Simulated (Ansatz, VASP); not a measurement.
One calculation of BiTe, two programs

INCAR

```
SYSTEM = BiTe
  ALGO = Normal
  EDIFF = 1E-6
  ENCUT = 520
  GGA = PE
  ISIF = 2
  ISMEAR = 0
  LASPH = .TRUE.
  LCHARG = .FALSE.
  LREAL = .FALSE.
  LWAVE = .FALSE.
  NBANDS = 18
  NELM = 100
  PREC = Accurate
  SIGMA = 0.15
```

Contents of KPOINTS:

```
k-points
0
G
  12 12 12
  0 0 0
```

File POSCAR:

```
BiTe
1.0
    0.0000000000      3.2511939987      3.3269468189
    3.2511939987      0.0000000000      3.3269468189
    3.2511939987      3.2511939987      0.0000000000
Bi Te
1 1
Direct
    0.0000000000      0.0000000000      0.0000000000
    0.5000000000      0.5000000000      0.5000000000
```

Input for Ansatz:

```yaml
crystal:
  lattice:
    - [0.0, 3.2511939987, 3.3269468189]
    - [3.2511939987, 0.0, 3.3269468189]
    - [3.2511939987, 3.2511939987, 0.0]
  atoms:
    - { symbol: Bi, position: [0.0, 0.0, 0.0] }
    - { symbol: Te, position: [0.5, 0.5, 0.5] }
basis:
  ecutwfc: 420
kpoints:
  mp_grid: { grid: [12, 12, 12] }
hamiltonian:
  xc: pbe
scf:
  occupations: { method: gaussian, width: 0.15 }
output:
  forces: true
  stress: true
  eigenvalues: true
```

Change from the starting cell: mode 6 frozen in at +0.000 Å, normal strain along z +0.0233.

Alike in both runs: task single point; functional PBE; k mesh 12 × 12 × 12; occupations gaussian, width 0.15 eV; no spin polarisation.

|  | VASP | Ansatz |
| --- | --- | --- |
| version | VASP 6.6.1 | Ansatz 0.2.0 |
| potentials or method | VASP PAW PBE potentials, release 64 (Bi_d, Te), cutoff 520 eV | scalar-relativistic, plane waves, PAW |
| valence electrons in the cell | 21 | 31 |

```tsv
	VASP	Ansatz	Ansatz less VASP
gap on the k mesh at the Fermi level (eV)	none	none	-
pressure (GPa)	-1.0	-1.0	+0.06
traceless stress, the component that is largest in VASP (GPa)	-1.16	-1.16	-0.002
```

A gap of «none» marks a metal or a gap that the smearing closes. VASP's potentials hold 21 valence electrons a cell and Ansatz's 31, so a difference there can come from the potentials and not from the codes.

Neither program's run includes spin-orbit coupling.
